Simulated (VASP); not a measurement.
# Si3P4 (P6_3/m) in VASP: notebook

Si3P4 is run at these levels: PBE; tasks: single point, relaxation of cell and atoms.

Program: VASP 6.6.1. These are calculated values, not measurements. Logs are shortened: lines on timing, memory, paths and dates and some standing lists are left out, and cuts for length are marked.

### 1 The cell of the first run

The structure is hexagonal, space group P6_3/m (No. 176). Conventional cell: a = 9.775 Å, b = 9.775 Å, c = 3.687 Å, α = 90.00°, β = 90.00°, γ = 120.00°. Within 3.0 Å of Si (site symmetry m) lie 4 P at 2.25 to 2.26 Å. P (site symmetry -6) has 3 Si at 2.25 Å within 3.0 Å. Within 3.0 Å of P (site symmetry m) lie 3 Si at 2.26 Å.

### 2 Single point, PBE

The input, INCAR:

```
SYSTEM = Si3P4
PREC = Accurate ; ENCUT = 520
EDIFF = 1E-6 ; ISMEAR = 0
SIGMA = 0.1 ; LREAL = .False.
LASPH = .True. ; NELM = 100
ALGO = Normal ; ISIF = 2
LWAVE = .False. ; LCHARG = .False.
GGA = PE ; NBANDS = 45
```

The input, KPOINTS:

```
regular mesh
0
Gamma
  3 3 6
  0 0 0
```

The input, POSCAR:

```
Si3P4
1.0
    9.7754466328     -0.0000000030      0.0000000000
   -4.8877233138      8.4657851189      0.0000000000
    0.0000000000      0.0000000000      3.6871911703
Si P
6 8
Direct
    0.8261299738      0.2286892438      0.7500000000
    0.5974407299      0.8261299738      0.2500000000
    0.2286892438      0.4025592701      0.2500000000
    0.7713107562      0.5974407299      0.7500000000
    0.4025592701      0.1738700262      0.7500000000
    0.1738700262      0.7713107562      0.2500000000
    0.6666666667      0.3333333333      0.7500000000
    0.3333333333      0.6666666667      0.2500000000
    0.6298001714      0.9737287387      0.7500000000
    0.6560714327      0.6298001714      0.2500000000
    0.9737287387      0.3439285673      0.2500000000
    0.0262712613      0.6560714327      0.7500000000
    0.3701998286      0.0262712613      0.2500000000
    0.3439285673      0.3701998286      0.7500000000
```

Potentials or basis: VASP PAW PBE potentials, release 64 (Si, P).

Command:

```sh
> cat potpaw_PBE.64/Si/POTCAR potpaw_PBE.64/P/POTCAR > POTCAR
> mpirun -np 1 vasp_std > vasp.out
```

OUTCAR:

```text
SYSTEM = Si3P4
   PREC = Accurate
   ENCUT = 520
   EDIFF = 1E-6
   ISMEAR = 0
   LREAL = .False.
   LASPH = .True.
   NELM = 100
   ISIF = 2
   GGA = PE

 ion  position               nearest neighbor table
   1  0.826  0.229  0.750-   7 2.25   9 2.26  11 2.26  11 2.26
   2  0.597  0.826  0.250-   8 2.25  10 2.26   9 2.26   9 2.26
   3  0.229  0.403  0.250-   8 2.25  11 2.26  14 2.26  14 2.26
   4  0.771  0.597  0.750-   7 2.25  12 2.26  10 2.26  10 2.26
   5  0.403  0.174  0.750-   7 2.25  14 2.26  13 2.26  13 2.26
   6  0.174  0.771  0.250-   8 2.25  13 2.26  12 2.26  12 2.26
   7  0.667  0.333  0.750-   1 2.25   5 2.25   4 2.25
   8  0.333  0.667  0.250-   6 2.25   2 2.25   3 2.25
   9  0.630  0.974  0.750-   1 2.26   2 2.26   2 2.26
  10  0.656  0.630  0.250-   2 2.26   4 2.26   4 2.26
  11  0.974  0.344  0.250-   3 2.26   1 2.26   1 2.26
  12  0.026  0.656  0.750-   4 2.26   6 2.26   6 2.26
  13  0.370  0.026  0.250-   6 2.26   5 2.26   5 2.26
  14  0.344  0.370  0.750-   5 2.26   3 2.26   3 2.26

  LATTYP: Found a hexagonal cell.
 ALAT       =     9.7754466328
 C/A-ratio  =     0.3771890236

  Lattice vectors:

 A1 = (   9.7754466328,  -0.0000000030,   0.0000000000)
 A2 = (  -4.8877233138,   8.4657851189,   0.0000000000)
 A3 = (   0.0000000000,   0.0000000000,   3.6871911703)

Analysis of symmetry for initial positions (statically):
=====================================================================
 Subroutine PRICEL returns:
 Original cell was already a primitive cell.

 Routine SETGRP: Setting up the symmetry group for a
 hexagonal supercell.

 Subroutine GETGRP returns: Found 12 space group operations
 (whereof  6 operations were pure point group operations)
 out of a pool of 24 trial point group operations.

The static configuration has the point symmetry S_6 .
 The point group associated with its full space group is C_6h.

Analysis of symmetry for dynamics (positions and initial velocities):
=====================================================================
 Subroutine PRICEL returns:
 Original cell was already a primitive cell.

 Routine SETGRP: Setting up the symmetry group for a
 hexagonal supercell.

 Subroutine GETGRP returns: Found 12 space group operations
 (whereof  6 operations were pure point group operations)
 out of a pool of 24 trial point group operations.

The dynamic configuration has the point symmetry S_6 .
 The point group associated with its full space group is C_6h.

 Subroutine INISYM returns: Found 12 space group operations
 (whereof  6 operations are pure point group operations),
 and found     1 'primitive' translations

----------------------------------------------------------------------------------------

                                     Primitive cell

  volume of cell :     305.1403

  direct lattice vectors                    reciprocal lattice vectors
     9.775446633 -0.000000003  0.000000000     0.102297116  0.059061268  0.000000000
    -4.887723314  8.465785119  0.000000000     0.000000000  0.118122535  0.000000000
     0.000000000  0.000000000  3.687191170     0.000000000  0.000000000  0.271209155

  length of vectors
     9.775446633  9.775446633  3.687191170     0.118122535  0.118122535  0.271209155

  position of ions in fractional coordinates (direct lattice)
     0.826129974  0.228689244  0.750000000
     0.597440730  0.826129974  0.250000000
     0.228689244  0.402559270  0.250000000
     0.771310756  0.597440730  0.750000000
     0.402559270  0.173870026  0.750000000
     0.173870026  0.771310756  0.250000000
     0.666666667  0.333333333  0.750000000
     0.333333333  0.666666667  0.250000000
     0.629800171  0.973728739  0.750000000
     0.656071433  0.629800171  0.250000000
     0.973728739  0.343928567  0.250000000
     0.026271261  0.656071433  0.750000000
     0.370199829  0.026271261  0.250000000
     0.343928567  0.370199829  0.750000000

  ion indices of the primitive-cell ions
   primitive index   ion index
                 1           1
                 2           2
                 3           3
[... 46 lines left out ...]
     AMIX     =   0.40;   BMIX     =  1.00
     AMIX_MAG =   1.60;   BMIX_MAG =  1.00
  volume/ion in A,a.u.               =      21.80       147.08
  Fermi-wavevector in a.u.,A,eV,Ry     =   0.972676  1.838092 12.872460  0.946099
  Thomas-Fermi vector in A             =   2.102994
   LORBIT       =      0    0 simple, 1 ext, 2 COOP (PROOUT), +10 PAW based schemes
   GGA     = PE    functional components
   LHFCALC =     F    Hartree Fock is set to
   AEXX    =    0.0000 exact exchange contribution
   IVDW    =     0    specifies the selected vdW correction
   LEPSILON=     F    determine dielectric tensor
   LRPA    =     F    only Hartree local field effects (RPA)
 non-spin polarized calculation
 Gauss-broadening in eV      SIGMA  =   0.10
  energy-cutoff  :      520.00
  volume of cell :      305.14
 maximum number of plane-waves:      8256
 NGX is ok and might be reduce to    80
   NGX = 37   NGY = 37   NGZ = 13

 number of electron      63.9999999 magnetization

 Free energy of the ion-electron system (eV)
  ---------------------------------------------------
  ext. energy  EPLUGINS =         0.00000000
  ---------------------------------------------------
  free energy    TOTEN  =       -74.50682998 eV

  energy without entropy =      -74.49615254  energy(sigma->0) =      -74.50149126

 E-fermi :   5.4551     XC(G=0):  -8.8972

 val. band max:        5.3847115383   @ k =   0.3333   0.0000   0.0000
 cond. band min:       5.4719209063   @ k =   0.0000   0.0000   0.0000
 fundamental gap:      0.0872093680
 Fermi energy:         5.4551339816

 k-point     1 :       0.0000    0.0000    0.0000
  band No.  band energies     occupation
      1      -8.9004      2.00000
      2      -7.6224      2.00000
      3      -7.6224      2.00000
      4      -7.4041      2.00000
      5      -7.4041      2.00000
      6      -7.3557      2.00000
[... 553 lines left out ...]
     43       7.9775      0.00000
     44       7.9775      0.00000
 [bands above 44 left out]

------------------------ aborting loop because EDIFF is reached ----------------------------------------

  FORCE on cell =-STRESS in cart. coord.  units (eV):
  Direction    XX          YY          ZZ          XY          YZ          ZX
  --------------------------------------------------------------------------------------
  -------------------------------------------------------------------------------------
  Total       -0.1798818     -0.1798818     -0.2771407      0.0000001     -0.0000000      0.0000000
  in kB       -0.9444921     -0.9444921     -1.4551621      0.0000005     -0.0000000      0.0000000
  external PRESSURE =      -1.1147155 kB  Pullay stress =       0.0000000 kB

 VOLUME and BASIS-vectors are now :
 -----------------------------------------------------------------------------
  energy-cutoff  :      520.00
  volume of cell :      305.14
      direct lattice vectors                 reciprocal lattice vectors
     9.775446633 -0.000000003  0.000000000     0.102297116  0.059061268  0.000000000
    -4.887723314  8.465785119  0.000000000     0.000000000  0.118122535  0.000000000
     0.000000000  0.000000000  3.687191170     0.000000000  0.000000000  0.271209155

 POSITION                                       TOTAL-FORCE (eV/Angst)
 -----------------------------------------------------------------------------------
      6.95802      1.93603      2.76539        -0.008577     -0.004393      0.000000
      1.80236      6.99384      0.92180        -0.000484     -0.009624     -0.000000
      0.26794      3.40798      0.92180        -0.008093      0.005231     -0.000000
      4.61978      5.05780      2.76539         0.008093     -0.005231     -0.000000
      3.08537      1.47195      2.76539         0.000484      0.009624      0.000000
     -2.07030      6.52975      0.92180         0.008577      0.004393      0.000000
      4.88772      2.82193      2.76539        -0.000000     -0.000000      0.000000
      0.00000      5.64386      0.92180        -0.000000     -0.000000     -0.000000
      1.39726      8.24338      2.76539         0.003001      0.003068      0.000000
      3.33510      5.33175      0.92180        -0.001157      0.004133     -0.000000
      7.83761      2.91163      0.92180         0.004158     -0.001065      0.000000
     -2.94988      5.55416      2.76539        -0.004158      0.001065     -0.000000
      3.49046      0.22241      0.92180        -0.003001     -0.003068      0.000000
      1.55262      3.13403      2.76539         0.001157     -0.004133      0.000000
 -----------------------------------------------------------------------------------
    total drift:                                0.000000     -0.000000      0.000000

  FREE ENERGIE OF THE ION-ELECTRON SYSTEM (eV)
  ---------------------------------------------------
  free  energy   TOTEN  =       -74.5068299768 eV

  energy  without entropy=      -74.4961525402  energy(sigma->0) =      -74.50149126
```

It took 2 min on 1 thread of Intel Xeon 6975P-C (Granite Rapids), shared host; peak memory 0.47 GiB.

What came out:

| Property | Result |
| --- | --- |
| Free energy | -74.5068 eV |
| Pressure | -0.1 GPa |
| Largest force | 0.010 eV/Å |

Forces on the atoms (eV/Å):
```
Si  -0.009 -0.004  0.000
Si   0.000 -0.010  0.000
Si  -0.008  0.005  0.000
Si   0.008 -0.005  0.000
Si   0.000  0.010  0.000
Si   0.009  0.004  0.000
P    0.000  0.000  0.000
P    0.000  0.000  0.000
P    0.003  0.003  0.000
P   -0.001  0.004  0.000
P    0.004 -0.001  0.000
P   -0.004  0.001  0.000
P   -0.003 -0.003  0.000
P    0.001 -0.004  0.000
```

### 3 Relaxation of cell and atoms, PBE

This run uses another cell than the first one, of 20.02 Å³/atom, 0.918 times its volume.

The input, INCAR:

```
  ALGO = Normal
  EDIFF = 1E-6
  EDIFFG = -0.04
  ENCUT = 600
  GGA = PE
  IBRION = 2
  ISIF = 3
  ISMEAR = 0
  LASPH = T
  LCHARG = F
  LREAL = F
  LWAVE = F
  NELM = 100
  NSW = 90
  PREC = Accurate
  SIGMA = 0.1
```

The input, KPOINTS:

```
k-points
0
Gamma
  3 3 6
```

The input, POSCAR:

```
Si3P4
1.0
    9.4539549300      0.0000000000      0.0000000000
   -4.7269774600      8.1873651300      0.0000000000
    0.0000000000      0.0000000000      3.6208818000
Si P
6 8
Direct
    0.8291482800      0.2354844800      0.7500000000
    0.5936638000      0.8291482800      0.2500000000
    0.2354844800      0.4063362000      0.2500000000
    0.7645155200      0.5936638000      0.7500000000
    0.4063362000      0.1708517200      0.7500000000
    0.1708517200      0.7645155200      0.2500000000
    0.6666666700      0.3333333300      0.7500000000
    0.3333333300      0.6666666700      0.2500000000
    0.6696315900      0.9727169700      0.7500000000
    0.6969146100      0.6696315900      0.2500000000
    0.9727169700      0.3030853900      0.2500000000
    0.0272830300      0.6969146100      0.7500000000
    0.3303684100      0.0272830300      0.2500000000
    0.3030853900      0.3303684100      0.7500000000
```

Potentials or basis: VASP PAW PBE potentials, release 64 (Si, P).

Command:

```sh
> cat potpaw_PBE.64/Si/POTCAR potpaw_PBE.64/P/POTCAR > POTCAR
> mpirun -np 1 vasp_std > vasp.out
```

Run time: 39 min. Hardware: 1 thread of Intel Xeon 6975P-C (Granite Rapids), shared host; peak memory 0.54 GiB.

It converged, with:

| Property | Result |
| --- | --- |
| Free energy | -74.5051 eV |
| Relaxed volume | 21.75 Å³/atom |
| Relaxed cell | a = 9.768 Å, b = 9.768 Å, c = 3.684 Å, α = 90.00°, β = 90.00°, γ = 120.00° |
| Space group after relaxing (to 0.05 Å) | P6_3/m (No. 176) |
| Energy gained by relaxing | 92.5 meV/atom |
| Ionic steps | 35 |
| Pressure after relaxing | 0.0 GPa |
| Largest force after relaxing | 0.032 eV/Å |

Forces in eV/Å, atoms in the order of the input:
```
Si  -0.016  0.014  0.000
Si  -0.019 -0.007  0.000
Si   0.004  0.020  0.000
Si  -0.004 -0.020  0.000
Si   0.019  0.007  0.000
Si   0.016 -0.014  0.000
P    0.000  0.000  0.000
P    0.000  0.000  0.000
P    0.032 -0.003  0.000
P    0.019  0.026  0.000
P    0.013 -0.029  0.000
P   -0.013  0.029  0.000
P   -0.032  0.003  0.000
P   -0.019 -0.026  0.000
```

Step by step:
```
step  energy change (eV)  largest force (eV/Å)  pressure (GPa)  volume (Å³)
   1              0.0000                0.4527            9.84       280.27
   2             -0.3010                0.1711           -5.66       333.18
   3             -0.7853                0.1827           -0.20       307.93
   4             -0.7854                0.1857           -0.05       307.36
   5             -0.8077                0.2262           -0.04       307.38
   6             -0.8201                0.2866           -0.01       307.38
   7             -0.8338                0.2310           -0.04       307.38
   8             -0.8513                0.2720           -0.13       307.35
   9             -0.8678                0.2719           -0.08       307.04
  10             -0.9146                0.2823            0.06       306.14
  11             -0.9887                0.4499            0.38       304.33
  12             -0.9919                0.8527            1.27       300.73
  13             -1.0206                0.6329            0.74       302.68
  14             -1.0475                0.5848            0.58       303.09
  15             -1.1044                0.4707            0.10       304.34
  16             -1.0852                0.4632           -0.77       306.85
  17             -1.1203                0.4285           -0.23       305.28
  18             -1.1479                0.3470           -0.22       304.91
  19             -1.1824                0.2847           -0.09       303.78
  20             -1.1962                0.1856            0.01       303.20
  21             -1.2004                0.1274            0.11       302.66
  22             -1.2060                0.1216            0.04       302.98
  23             -1.2189                0.1053           -0.17       303.95
  24             -1.2271                0.0799           -0.58       305.88
  25             -1.2301                0.0857           -0.52       305.70
  26             -1.2383                0.1026           -0.35       305.13
  27             -1.2496                0.1354           -0.01       304.01
  28             -1.2524                0.1981            0.68       301.78
  29             -1.2545                0.1740            0.41       302.66
  30             -1.2684                0.1361            0.27       303.20
  31             -1.2886                0.1006           -0.16       304.81
  32             -1.2886                0.1067           -0.19       304.93
  33             -1.2921                0.0749            0.03       304.22
  34             -1.2931                0.0477            0.22       303.61
  35             -1.2949                0.0323            0.04       304.47
```

Final structure:
```xyz
14
Lattice="9.7683 0.0000 0.0000 -4.8842 8.4596 0.0000 0.0000 0.0000 3.6845" Properties=species:S:1:pos:R:3 pbc="T T T"
Si    6.9514    1.9275    2.7633
Si    1.8064    6.9839    0.9211
Si    0.2608    3.4032    0.9211
Si    4.6233    5.0564    2.7633
Si    3.0777    1.4757    2.7633
Si   -2.0673    6.5321    0.9211
P     4.8842    2.8199    2.7633
P     0.0000    5.6397    0.9211
P     1.3847    8.2318    2.7633
P     3.3317    5.3151    0.9211
P     7.8213    2.9167    0.9211
P    -2.9372    5.5429    2.7633
P     3.4994    0.2278    0.9211
P     1.5524    3.1445    2.7633
```

Levels at points of the mesh, in eV from the Fermi level:
```
           k point  band 29  band 30  band 31  band 32  band 33  band 34  band 35  band 36
(0.00, 0.00, 0.00)    -1.45    -0.73    -0.50     0.02     0.15     0.38     0.49     0.49
(0.00, 0.00, 0.50)    -2.27    -2.27    -2.21    -2.21     0.67     0.67     0.67     0.67
```

### 4 Single point, PBE

This run uses another cell than the first one, of 20.02 Å³/atom, 0.918 times its volume.

The input, INCAR:

```
SYSTEM = Si3P4
PREC     = Accurate       ! precision mode
ENCUT    = 520            ! plane-wave cutoff, eV
EDIFF    = 1E-6           ! SCF threshold, eV
ISMEAR   = 0              ! smearing method
SIGMA    = 0.1            ! smearing width, eV
LREAL    = .FALSE.        ! projectors in reciprocal space
LASPH    = .TRUE.         ! aspherical terms in the spheres
NELM     = 80             ! most SCF steps
ALGO     = Normal         ! electronic algorithm
ISIF     = 2              ! what is computed and relaxed
LWAVE    = .FALSE.        ! write WAVECAR
LCHARG   = .FALSE.        ! write CHGCAR
GGA      = PE             ! functional
NBANDS   = 45             ! bands
```

The input, KPOINTS:

```
regular mesh
0
G
  3 3 6
  0 0 0
```

POSCAR is that of step 3.

Command:

```sh
> cat potpaw_PBE.64/Si/POTCAR potpaw_PBE.64/P/POTCAR > POTCAR
> mpirun -np 1 vasp_std > vasp.out
```

Wall time 6.4 min (1 thread of AMD EPYC 7R43 (Zen 3), shared host); peak memory 0.36 GiB.

The run converged. Its results:

| Item | Value |
| --- | --- |
| Free energy | -73.2081 eV |
| Pressure | 9.8 GPa |
| Largest force | 0.453 eV/Å |
| Band gap on the k mesh | zero (band 32 reaches 5.98 eV, above the bottom of band 33 at 5.91 eV) |

Forces on the atoms (eV/Å):
```
Si   0.008  0.009  0.000
Si  -0.003  0.011  0.000
Si   0.011 -0.003  0.000
Si  -0.011  0.003  0.000
Si   0.003 -0.011  0.000
Si  -0.008 -0.009  0.000
P    0.000  0.000  0.000
P    0.000  0.000  0.000
P   -0.180  0.415  0.000
P   -0.450  0.052  0.000
P    0.270  0.363  0.000
P   -0.270 -0.363  0.000
P    0.180 -0.415  0.000
P    0.450 -0.052  0.000
```

Stress tensor (GPa, compression positive):
```
10.05  0.00  0.00
 0.00 10.05  0.00
 0.00  0.00  9.39
```

Levels at points of the mesh, in eV from the Fermi level:
```
           k point  band 28  band 29  band 30  band 31  band 32  band 33  band 34  band 35  band 36  band 37
(0.00, 0.00, 0.00)    -1.05    -1.05    -0.57    -0.49    -0.17     0.01     0.60     0.60     0.78     0.78
(0.00, 0.00, 0.50)    -1.76    -1.76    -1.76    -1.52    -1.52     0.89     0.89     0.89     0.89     2.99
```

### 5 Summary

| task | cell | cutoff (eV) | pressure (GPa) | largest force (eV/Å) |
| --- | --- | --- | --- | --- |
| single point | a = 9.775, b = 9.775, c = 3.687 Å, angles 90.0, 90.0, 120.0°, 14 atoms | 520 | -0.1 | 0.01 |
| relaxation of cell and atoms | relaxed from a = 9.454, b = 9.454, c = 3.621 Å, angles 90.0, 90.0, 120.0°, 14 atoms | 600 | 0.0 | 0.03 |
| single point | a = 9.454, b = 9.454, c = 3.621 Å, angles 90.0, 90.0, 120.0°, 14 atoms | 520 | 9.8 | 0.45 |

Alike in all rows: level PBE; potentials or basis VASP PAW PBE potentials, release 64 (Si, P); no spin polarisation; k mesh 3 × 3 × 6; smearing gaussian 0.1 eV.

Total energies depend on the potentials used, so only differences within one code and one set of settings carry meaning.
